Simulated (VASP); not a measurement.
Runs of VASP 6.6.1 on Os. The structure is that of space group Pm-3m (No. 221), or close to it. The cells are those of the table. This isn't the form of Os at room conditions, which is hcp.

| cell | smearing | gap on the mesh (eV) | pressure (GPa) |
| --- | --- | --- | --- |
| a = 2.297 Å, 1 atom | methfessel-paxton 0.15 eV | none | 158.7 |
| a = 2.517 Å, 1 atom | fermi-dirac 0.05 eV | none | (a) |
| a = 2.375 Å, 1 atom | fermi-dirac 0.05 eV | none | 81.0 |
| a = 2.448 Å, 1 atom | fermi-dirac 0.05 eV | none | 31.6 |

Alike in all rows: task single point; level LDA; potentials or basis VASP PAW LDA potentials, release 64 (Os); no spin polarisation; k mesh 17 × 17 × 17; cutoff (eV) 520.

Estimate the missing entries.

(a) 0.0.

Caveats: spin-orbit coupling is left out, which moves the levels of the heavy elements; the cell stands under pressure (at least some runs).

A k mesh can miss the band edges, and the runs leave out spin-orbit coupling on Os.

A gap of «none» marks levels without a gap at the run's occupations.
